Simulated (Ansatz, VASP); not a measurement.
One calculation of KCl, two programs

File INCAR:

```
SYSTEM = KCl
PREC = Accurate
ENCUT = 520
EDIFF = 1E-7
ISMEAR = 0
SIGMA = 0.02
LREAL = .FALSE.
LASPH = .TRUE.
NELM = 80
ALGO = Normal
ISIF = 2
LWAVE = .FALSE.
LCHARG = .FALSE.
GGA = PE
NBANDS = 15
```

File KPOINTS:

```
Automatic mesh
0
G
  6 6 6
  0 0 0
```

Contents of POSCAR:

```
KCl
1.0
    0.0000000000      3.1569655514      3.1569655514
    3.1569655514      0.0000000000      3.1569655514
    3.1569655514      3.1569655514      0.0000000000
K Cl
1 1
Direct
    0.0000000000      0.0000000000      0.0000000000
    0.5000000000      0.5000000000      0.5000000000
```

Input for Ansatz:

```yaml
crystal:
  lattice:
    - [0.0, 3.1569655537, 3.1569655537]
    - [3.1569655537, 0.0, 3.1569655537]
    - [3.1569655537, 3.1569655537, 0.0]
  atoms:
    - { symbol: K, position: [0.0, 0.0, 0.0] }
    - { symbol: Cl, position: [0.5, 0.5, 0.5] }
basis:
  ecutwfc: 420
kpoints:
  mp_grid: { grid: [6, 6, 6] }
hamiltonian:
  xc: pbe
scf:
  occupations: { method: gaussian, width: 0.02 }
output:
  forces: true
  stress: true
  eigenvalues: true
```

Alike in both runs: task single point; functional PBE; k mesh 6 × 6 × 6; occupations gaussian, width 0.02 eV; no spin polarisation.

|  | VASP | Ansatz |
| --- | --- | --- |
| version | VASP 6.6.1 | Ansatz 0.2.0 |
| potentials or method | VASP PAW PBE potentials, release 64 (K_sv, Cl), cutoff 520 eV | scalar-relativistic, plane waves, PAW |
| valence electrons in the cell | 16 | 16 |

|  | VASP | Ansatz | Ansatz less VASP |
| --- | --- | --- | --- |
| gap on the k mesh at the Fermi level (eV) | 5.15 | 5.15 | +0.002 |
| least direct gap on the mesh (eV) | 5.15 | 5.15 | +0.002 |
| pressure (GPa) | 0.6 | 0.6 | -0.02 |
